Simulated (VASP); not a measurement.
# TmH2W (P6/mmm) in VASP: further runs

The runs below take TmH2W through relaxation of cell and atoms, single point, with PBE.

Everything below comes from runs of VASP 6.6.1. Logs are shortened: lines on timing, memory, paths and dates and some standing lists are left out, and cuts for length are marked.

## Step 1: The cell of the first run

Symmetry: P6/mmm, No. 191, hexagonal system. Conventional cell: a = 3.565 Å, b = 3.565 Å, c = 6.053 Å, α = 90.00°, β = 90.00°, γ = 120.00°. Tm (site symmetry 6/mmm) has 2 H at 1.68 Å within 2.2 Å. Within 1.8 Å of H (site symmetry 6mm) lie 1 W at 1.35 Å and 1 Tm at 1.68 Å. Within 1.8 Å of W (site symmetry 6/mmm) lie 2 H at 1.35 Å.

The cell was generated, and may not be a known phase.

## Step 2: Relaxation of cell and atoms, PBE

Contents of INCAR:

```
ALGO = Normal
EDIFF = 1E-7
EDIFFG = -0.04
ENCUT = 500
GGA = PE
GGA_COMPAT = False
IBRION = 2
ISIF = 3
ISMEAR = 0
LASPH = True
LCHARG = False
LMAXMIX = 6
LREAL = False
LWAVE = False
NELM = 200
NELMIN = 4
NSW = 90
PREC = Accurate
SIGMA = 0.1
```

Contents of KPOINTS:

```
k-points
0
Gamma
  6 6 4
```

Contents of POSCAR:

```
TmH2W
1.0
    3.5650326800      0.0000000000      0.0000000000
   -1.7825163400      3.0874088700      0.0000000000
    0.0000000000      0.0000000000      6.0527822900
Tm H W
1 2 1
Direct
    0.0000000000      0.0000000000      0.0000000000
    0.0000000000      0.0000000000      0.2775313400
    0.0000000000      0.0000000000      0.7224686600
    0.0000000000      0.0000000000      0.5000000000
```

Potentials or basis: VASP PAW PBE potentials, release 64 (Tm_3, H, W_sv), 4f in core.

On the command line:

```console
$ cat potpaw_PBE.64/Tm_3/POTCAR potpaw_PBE.64/H/POTCAR potpaw_PBE.64/W_sv/POTCAR > POTCAR
$ mpirun -np 1 vasp_std > vasp.out
```

OUTCAR:

```text
EDIFF = 1E-7
   EDIFFG = -0.04
   ENCUT = 500
   GGA = PE
   IBRION = 2
   ISIF = 3
   ISMEAR = 0
   LASPH = True
   LREAL = False
   NELM = 200
   NELMIN = 4
   NSW = 90
   PREC = Accurate

 ion  position               nearest neighbor table
   1  0.000  0.000  0.000-   2 1.68   3 1.68   4 3.03   4 3.03
   2  0.000  0.000  0.278-   4 1.35   1 1.68
   3  0.000  0.000  0.722-   4 1.35   1 1.68
   4  0.000  0.000  0.500-   2 1.35   3 1.35   1 3.03   1 3.03

  LATTYP: Found a hexagonal cell.
 ALAT       =     3.5650326800
 C/A-ratio  =     1.6978195807

  Lattice vectors:

 A1 = (   3.5650326800,   0.0000000000,   0.0000000000)
 A2 = (  -1.7825163400,   3.0874088700,   0.0000000000)
 A3 = (   0.0000000000,   0.0000000000,   6.0527822900)

Analysis of symmetry for initial positions (statically):
=====================================================================
 Subroutine PRICEL returns:
 Original cell was already a primitive cell.

 Routine SETGRP: Setting up the symmetry group for a
 hexagonal supercell.

 Subroutine GETGRP returns: Found 24 space group operations
 (whereof 24 operations were pure point group operations)
 out of a pool of 24 trial point group operations.

The static configuration has the point symmetry D_6h.

Analysis of symmetry for dynamics (positions and initial velocities):
=====================================================================
 Subroutine PRICEL returns:
 Original cell was already a primitive cell.

 Routine SETGRP: Setting up the symmetry group for a
 hexagonal supercell.

 Subroutine GETGRP returns: Found 24 space group operations
 (whereof 24 operations were pure point group operations)
 out of a pool of 24 trial point group operations.

The dynamic configuration has the point symmetry D_6h.

 Subroutine INISYM returns: Found 24 space group operations
 (whereof 24 operations are pure point group operations),
 and found     1 'primitive' translations

----------------------------------------------------------------------------------------

                                     Primitive cell

  volume of cell :      66.6212

  direct lattice vectors                    reciprocal lattice vectors
     3.565032680  0.000000000  0.000000000     0.280502337  0.161948100  0.000000000
    -1.782516340  3.087408870  0.000000000     0.000000000  0.323896200  0.000000000
     0.000000000  0.000000000  6.052782290     0.000000000  0.000000000  0.165213277

  length of vectors
     3.565032680  3.565032683  6.052782290     0.323896200  0.323896200  0.165213277

  position of ions in fractional coordinates (direct lattice)
     0.000000000  0.000000000  0.000000000
     0.000000000  0.000000000  0.277531340
     0.000000000  0.000000000  0.722468660
[... 99 lines left out ...]
  Thomas-Fermi vector in A             =   2.317106
   LORBIT       =      0    0 simple, 1 ext, 2 COOP (PROOUT), +10 PAW based schemes
   GGA     = PE    functional components
   LHFCALC =     F    Hartree Fock is set to
   AEXX    =    0.0000 exact exchange contribution
   IVDW    =     0    specifies the selected vdW correction
   LEPSILON=     F    determine dielectric tensor
   LRPA    =     F    only Hartree local field effects (RPA)
 conjugate gradient relaxation of ions
 non-spin polarized calculation
 Gauss-broadening in eV      SIGMA  =   0.10
  energy-cutoff  :      500.00
  volume of cell :       66.62
 maximum number of plane-waves:      1714
 NGX is ok and might be reduce to    28
   NGX = 13   NGY = 13   NGZ = 23

--------------------------------------- Ionic step        1  -------------------------------------------

 number of electron      24.9999998 magnetization

 Free energy of the ion-electron system (eV)
  ---------------------------------------------------
  ext. energy  EPLUGINS =         0.00000000
  ---------------------------------------------------
  free energy    TOTEN  =       -14.31863461 eV

  energy without entropy =      -14.27862720  energy(sigma->0) =      -14.29863090

------------------------ aborting loop because EDIFF is reached ----------------------------------------

  FORCE on cell =-STRESS in cart. coord.  units (eV):
  Direction    XX          YY          ZZ          XY          YZ          ZX
  --------------------------------------------------------------------------------------
  -------------------------------------------------------------------------------------
  Total       -6.8964031     -6.8964031     48.0894860      0.0000000      0.0000000      0.0000000
  in kB     -165.8519211   -165.8519215   1156.5062974      0.0000000      0.0000000      0.0000000
  external PRESSURE =     274.9341516 kB  Pullay stress =       0.0000000 kB
[... 95 lines left out ...]
  FREE ENERGIE OF THE ION-ELECTRON SYSTEM (eV)
  ---------------------------------------------------
  free  energy   TOTEN  =       -16.9172909106 eV

  energy  without entropy=      -16.8821426204  energy(sigma->0) =      -16.89971677

 E-fermi :   2.6184     XC(G=0):  -9.7540

 val. band max:        2.5813330073   @ k =   0.1667   0.1667   0.5000
 cond. band min:       2.6333521347   @ k =   0.3333   0.1667   0.0000
 fundamental gap:      0.0520191274
 Fermi energy:         2.6183935772

 k-point     1 :       0.0000    0.0000    0.0000
  band No.  band energies     occupation
      1     -71.7265      2.00000
      2     -35.9774      2.00000
      3     -35.5260      2.00000
      4     -35.5260      2.00000
      5     -22.5291      2.00000
      6     -21.8314      2.00000
[... 376 lines left out ...]
      3     -35.7482      2.00000
      4     -35.7482      2.00000
      5     -22.6489      2.00000
      6     -22.6489      2.00000
[... 8 lines left out ...]
     15       4.0417      0.00000
     16       4.1432      0.00000

[... ionic steps 4 to 14 ...]

--------------------------------------- Ionic step       15  -------------------------------------------

 number of electron      25.0000002 magnetization

------------------------ aborting loop because EDIFF is reached ----------------------------------------
[... 71 lines left out ...]
--------------------------------------- Ionic step       17  -------------------------------------------

 number of electron      25.0000002 magnetization

 Free energy of the ion-electron system (eV)
  ---------------------------------------------------
  ext. energy  EPLUGINS =         0.00000000
  ---------------------------------------------------
  free energy    TOTEN  =       -20.82441783 eV

  energy without entropy =      -20.80053088  energy(sigma->0) =      -20.81247435

 E-fermi :   3.4668     XC(G=0): -10.3894

 val. band max:        3.4624633592   @ k =   0.5000  -0.0000   0.2500
 cond. band min:       3.4973040968   @ k =   0.3333   0.1667   0.0000
 fundamental gap:      0.0348407375
 Fermi energy:         3.4668125346

 k-point     1 :       0.0000    0.0000    0.0000
  band No.  band energies     occupation
      1     -70.6305      2.00000
      2     -34.9383      2.00000
      3     -34.3933      2.00000
      4     -34.3933      2.00000
      5     -21.3094      2.00000
      6     -20.3766      2.00000
[... 419 lines left out ...]
  FREE ENERGIE OF THE ION-ELECTRON SYSTEM (eV)
  ---------------------------------------------------
  free  energy   TOTEN  =       -20.8244178257 eV

  energy  without entropy=      -20.8005308826  energy(sigma->0) =      -20.81247435

 reached required accuracy - stopping structural energy minimisation
```

CONTCAR:

```text
TmH2W
   1.00000000000000
     3.0081460847657553    0.0000000000000000    0.0000000000000000
    -1.5040730423828776    2.6051309298682672   -0.0000000000000000
    -0.0000000000000000   -0.0000000000000000    7.5571122156519861
  Tm              H               W
     1     2     1
Direct
     0.0000000000000000    0.0000000000000000    0.0000000000000000
     0.0000000000000000    0.0000000000000000    0.2663259638127040
     0.0000000000000000    0.0000000000000000    0.7336740361872961
     0.0000000000000000    0.0000000000000000    0.5000000000000000

  0.00000000E+00  0.00000000E+00  0.00000000E+00
  0.00000000E+00  0.00000000E+00  0.00000000E+00
  0.00000000E+00  0.00000000E+00  0.00000000E+00
  0.00000000E+00  0.00000000E+00  0.00000000E+00
```

Wall time 2.9 min (1 thread of Intel Xeon 6975P-C (Granite Rapids), shared host); peak memory 0.21 GiB.

What came out:

```yaml
Free_energy: -20.8244 eV
Relaxed_volume: 14.81 Å³/atom
Relaxed_cell: a = 3.008 Å, b = 3.008 Å, c = 7.557 Å, α = 90.00°, β = 90.00°, γ = 120.00°
Space_group_after_relaxing_to_0.1_Å: P6/mmm (No. 191)
Energy_gained_by_relaxing: 1626.4 meV/atom
Ionic_steps: 17
Pressure_after_relaxing: 0.0 GPa
Largest_force_after_relaxing: 0.005 eV/Å
Band_gap_on_the_k_mesh: zero (an odd number of electrons rules out a gap without spin polarisation)
```

Forces on the atoms (eV/Å):
```
Tm   0.000  0.000  0.000
H    0.000  0.000  0.005
H    0.000  0.000 -0.005
W    0.000  0.000  0.000
```

Step by step:
| step | energy change (eV) | largest force (eV/Å) | pressure (GPa) | volume (Å³) |
| --- | --- | --- | --- | --- |
| 1 | 0.0000 | 9.4021 | 27.49 | 66.62 |
| 2 | -2.3779 | 2.1234 | -9.98 | 88.48 |
| 3 | -2.5987 | 2.5230 | -10.36 | 87.05 |
| 4 | -2.8472 | 2.9103 | -10.70 | 85.56 |
| 5 | -4.2046 | 4.6301 | -9.25 | 77.06 |
| 6 | -4.1394 | 3.8364 | -0.69 | 72.09 |
| 7 | -4.2841 | 4.7378 | -7.44 | 75.47 |
| 8 | -4.3148 | 4.6367 | -6.11 | 74.57 |
| 9 | -6.0582 | 1.1365 | -10.40 | 69.68 |
| 10 | -6.1523 | 0.7606 | -9.78 | 68.32 |
| 11 | -6.4895 | 0.5516 | 0.85 | 59.04 |
| 12 | -6.4951 | 0.3552 | -0.56 | 59.97 |
| 13 | -6.4950 | 0.3232 | -0.80 | 60.13 |
| 14 | -6.5035 | 0.1028 | -0.53 | 59.72 |
| 15 | -6.5052 | 0.0546 | -0.33 | 59.44 |
| 16 | -6.5056 | 0.0178 | 0.21 | 59.12 |
| 17 | -6.5058 | 0.0053 | 0.03 | 59.22 |

Final structure:
```cif
data_structure
_symmetry_space_group_name_H-M 'P 1'
_symmetry_Int_Tables_number 1
_cell_length_a 3.0081
_cell_length_b 3.0081
_cell_length_c 7.5571
_cell_angle_alpha 90.000
_cell_angle_beta 90.000
_cell_angle_gamma 120.000
_cell_volume 59.22
loop_
_atom_site_label
_atom_site_type_symbol
_atom_site_fract_x
_atom_site_fract_y
_atom_site_fract_z
_atom_site_occupancy
Tm1 Tm 0.00000 0.00000 0.00000 1
H1 H 0.00000 0.00000 0.26633 1
H2 H 0.00000 0.00000 0.73367 1
W1 W 0.00000 0.00000 0.50000 1
```

Levels at points of the mesh, in eV from the Fermi level:
```csv
k point,band 10,band 11,band 12,band 13,band 14,band 15,band 16
"(0.00, 0.00, 0.00)",-4.16,-3.10,0.21,0.21,2.33,2.33,2.64
"(0.50, 0.00, 0.00)",-2.02,-1.60,-1.36,0.61,1.37,1.52,3.62
"(0.00, 0.00, 0.50)",-4.15,-2.67,0.21,0.21,2.34,2.34,3.29
"(0.50, 0.00, 0.50)",-2.88,-1.78,-1.23,-0.41,1.54,2.64,4.29
```

Caveat: a cell axis changed by over 15 % at a fixed basis, so the end point is rough; spin-orbit coupling is left out, which moves the levels of the heavy elements; the 4f electrons are frozen in the core, so they carry no moment and show no levels. Spin polarisation is off, so any magnetic state and its effect on volume and gap are missing.

[end of part 1 of 2]

The gap in the log of VASP goes by the Fermi energy; the results here count the filled bands.